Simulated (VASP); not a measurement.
A run of VASP 6.6.1 is set up as follows.

Contents of INCAR:

```
SYSTEM = Te2Mo
PREC     = Accurate       ! precision mode
ENCUT    = 520            ! plane-wave cutoff, eV
EDIFF    = 1E-6           ! SCF threshold, eV
ISMEAR   = -1             ! smearing method
SIGMA    = 0.05           ! smearing width, eV
LREAL    = .FALSE.        ! projectors in reciprocal space
LASPH    = .TRUE.         ! aspherical terms in the spheres
NELM     = 60             ! most SCF steps
ALGO     = Normal         ! electronic algorithm
ISIF     = 2              ! what is computed and relaxed
LWAVE    = .FALSE.        ! write WAVECAR
LCHARG   = .FALSE.        ! write CHGCAR
GGA      = RP             ! functional
IVDW     = 12             ! dispersion correction
NBANDS   = 64             ! bands
```

KPOINTS

```
regular mesh
0
G
  4 8 2
  0 0 0
```

POSCAR

```
Te2Mo
1.0
    6.2875154984      0.0000000000      0.0000000000
    0.0000000000      3.4457174193      0.0000000000
   -0.9404401904      0.0000000000     13.7348181532
Te Mo
8 4
Direct
    0.9437000000      0.7500000000      0.6045000000
    0.0563000000      0.2500000000      0.3955000000
    0.9030000000      0.2500000000      0.8514000000
    0.0970000000      0.7500000000      0.1486000000
    0.4112000000      0.7500000000      0.8955000000
    0.5888000000      0.2500000000      0.1045000000
    0.4432000000      0.2500000000      0.6484000000
    0.5568000000      0.7500000000      0.3516000000
    0.8167000000      0.7500000000      0.9926000000
    0.1833000000      0.2500000000      0.0074000000
    0.6819000000      0.2500000000      0.4934000000
    0.3181000000      0.7500000000      0.5066000000
```

Potentials or basis: VASP PAW PBE potentials, release 64 (Te, Mo_sv).

Run with:

```console
$ cat potpaw_PBE.64/Te/POTCAR potpaw_PBE.64/Mo_sv/POTCAR > POTCAR
$ mpirun -np 1 vasp_std > vasp.out
```

Q: Estimate the dispersion energy per atom.

A: -2.742 eV.

Q: What does it give for the pressure?

A: -16.2 GPa.

Stress tensor (GPa, compression positive):
```
-16.58   0.00   0.07
  0.00 -18.80   0.00
  0.07   0.00 -13.20
```

Caveat: the PAW data sets were made with another functional, which shifts forces and pressure a little; pairwise dispersion overbinds metals, which lowers pressure and volume.
